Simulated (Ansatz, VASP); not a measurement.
Two plane-wave programs on Hf3N4

The input INCAR:

```
SYSTEM = Hf3N4
PREC = Accurate ; ENCUT = 520
EDIFF = 1E-7 ; ISMEAR = 0
SIGMA = 0.02 ; LREAL = .FALSE.
LASPH = .TRUE. ; NELM = 120
ALGO = Normal ; ISIF = 2
LWAVE = .FALSE. ; LCHARG = .FALSE.
GGA = PS ; IBRION = 2
NSW = 50 ; EDIFFG = -0.01
GGA_COMPAT = .FALSE. ; NELMIN = 4
KPAR = 4
```

Contents of KPOINTS:

```
regular mesh
0
G
  6 6 6
  0 0 0
```

Contents of POSCAR:

```
Hf3N4
1.0
   -3.2919167499      3.2919167499      3.2919167499
    3.2919167499     -3.2919167499      3.2919167499
    3.2919167499      3.2919167499     -3.2919167499
Hf N
6 8
Direct
    0.2500000000      0.6250000000      0.3750000000
    0.3750000000      0.2500000000      0.6250000000
    0.7500000000      0.8750000000      0.1250000000
    0.1250000000      0.7500000000      0.8750000000
    0.6250000000      0.3750000000      0.2500000000
    0.8750000000      0.1250000000      0.7500000000
    0.1394611949      0.1394611949      0.1394611949
    0.8605388051      0.5000000000      0.0000000000
    0.5000000000      0.0000000000      0.3605388051
    0.0000000000      0.8605388051      0.5000000000
    0.3605388051      0.5000000000      0.0000000000
    0.6394611949      0.6394611949      0.6394611949
    0.0000000000      0.3605388051      0.5000000000
    0.5000000000      0.0000000000      0.8605388051
```

Input for Ansatz:

```yaml
crystal:
  lattice:
    - [-3.2919167499, 3.2919167499, 3.2919167499]
    - [3.2919167499, -3.2919167499, 3.2919167499]
    - [3.2919167499, 3.2919167499, -3.2919167499]
  atoms:
    - { symbol: Hf, position: [0.25, 0.625, 0.375] }
    - { symbol: Hf, position: [0.375, 0.25, 0.625] }
    - { symbol: Hf, position: [0.75, 0.875, 0.125] }
    - { symbol: Hf, position: [0.125, 0.75, 0.875] }
    - { symbol: Hf, position: [0.625, 0.375, 0.25] }
    - { symbol: Hf, position: [0.875, 0.125, 0.75] }
    - { symbol: "N", position: [0.1394611949, 0.1394611949, 0.1394611949] }
    - { symbol: "N", position: [0.8605388051, 0.5, 0.0] }
    - { symbol: "N", position: [0.5, 0.0, 0.3605388051] }
    - { symbol: "N", position: [0.0, 0.8605388051, 0.5] }
    - { symbol: "N", position: [0.3605388051, 0.5, 0.0] }
    - { symbol: "N", position: [0.6394611949, 0.6394611949, 0.6394611949] }
    - { symbol: "N", position: [0.0, 0.3605388051, 0.5] }
    - { symbol: "N", position: [0.5, 0.0, 0.8605388051] }
basis:
  ecutwfc: 420
kpoints:
  mp_grid: { grid: [6, 6, 6] }
hamiltonian:
  xc: pbesol
scf:
  occupations: { method: gaussian, width: 0.02 }
output:
  forces: true
  stress: true
  eigenvalues: true
relax:
  adjacent_minimum: "off"
  f_tol: 0.01
  max_steps: 30
```

Alike in both runs: task relaxation of the atoms; functional PBEsol; k mesh 6 × 6 × 6; occupations gaussian, width 0.02 eV; no spin polarisation.

```csv
,VASP,Ansatz
version,VASP 6.6.1,Ansatz 0.2.0
potentials or method,"VASP PAW PBE potentials, release 64 (Hf_pv, N), cutoff 520 eV","scalar-relativistic, plane waves, PAW"
valence electrons in the cell,100,196
```

Ansatz gave:

* gap on the k mesh at the Fermi level, each at its own relaxed structure (eV): 1.09

Problem. Estimate VASP's values.

Solution. gap on the k mesh at the Fermi level, each at its own relaxed structure (eV): 1.08.

VASP's potentials were made for PBE, not for PBEsol. VASP's potentials hold 100 valence electrons a cell and Ansatz's 196, so a difference there can come from the potentials and not from the codes. Ansatz's warnings: stress scf threshold loose.

Neither program's run includes spin-orbit coupling.
